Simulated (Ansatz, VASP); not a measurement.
**TiO2 in VASP and in Ansatz**

INCAR

```
PREC = Accurate ; ENCUT = 520
EDIFF = 1E-7 ; ISMEAR = 0
SIGMA = 0.05 ; LREAL = F
LASPH = T ; NELM = 150
ALGO = Normal ; ISIF = 2
LWAVE = F ; LCHARG = F
LMAXMIX = 4 ; LDAU = T
LDAUTYPE = 2 ; LDAUL = 2 -1
LDAUU = 4 0 ; LDAUJ = 0 0
LDAUPRINT = 1 ; GGA = PE
IVDW = 12 ; NBANDS = 19
```

The input KPOINTS:

```
Automatic mesh
0
Gamma
  9 9 9
```

POSCAR

```
TiO2
1.0
    1.6093500000      0.9291586557      4.1903000000
   -1.6093500000      0.9291586557      4.1903000000
    0.0000000000     -1.8583173115      4.1903000000
Ti O
1 2
Direct
    0.0000000000      0.0000000000      0.0000000000
    0.6017580785      0.6017580785      0.6017580785
    0.3982419215      0.3982419215      0.3982419215
```

Input for Ansatz:

```yaml
crystal:
  lattice:
    - [1.60935, 0.9291586557, 4.1903]
    - [-1.60935, 0.9291586557, 4.1903]
    - [0.0, -1.8583173115, 4.1903]
  atoms:
    - { symbol: Ti, position: [0.0, 0.0, 0.0] }
    - { symbol: O, position: [0.6017580785, 0.6017580785, 0.6017580785] }
    - { symbol: O, position: [0.3982419215, 0.3982419215, 0.3982419215] }
basis:
  ecutwfc: 520.0
kpoints:
  mp_grid: { grid: [9, 9, 9] }
hamiltonian:
  xc: pbe
  pseudopotentials: { kind: paw, azcp: { folder: soft_1 } }
  dispersion: d3bj
  hubbard: { sites: [{ species: Ti, l: d, u_eff: 4.0 }] }
scf:
  occupations: { method: gaussian, width: 0.05 }
output:
  forces: true
  stress: true
  eigenvalues: true
```

Alike in both runs: task single point; functional PBE; dispersion D3(BJ); k mesh 9 × 9 × 9; occupations gaussian, width 0.05 eV; no spin polarisation; Hubbard terms Ti d U = 4.0 eV.

```csv
,VASP,Ansatz
version,VASP 6.6.1,Ansatz 0.2.0
potentials or method,"VASP PAW PBE potentials, release 64 (Ti_sv, O), cutoff 520 eV","scalar-relativistic, plane waves, PAW"
valence electrons in the cell,24,24
```

Ansatz gave:

| Quantity | Value |
| --- | --- |
| gap on the k mesh at the Fermi level (eV) | 2.20 |
| least direct gap on the mesh (eV) | 2.44 |
| pressure (GPa) | -9.9 |
| traceless stress, the component that is largest in VASP (GPa) | 22.28 |
| rms of the force components (eV/Å) | 0.148 |

Question: What did VASP give for the same quantities?

Answer: gap on the k mesh at the Fermi level (eV): 2.15; least direct gap on the mesh (eV): 2.47; pressure (GPa): -7.0; traceless stress, the component that is largest in VASP (GPa): 21.25; rms of the force components (eV/Å): 0.284.

The programs project onto different local orbitals, so the same U acts differently, and such runs can settle in different states. Atom by atom the forces differ by 0.135 eV/Å (rms over components).
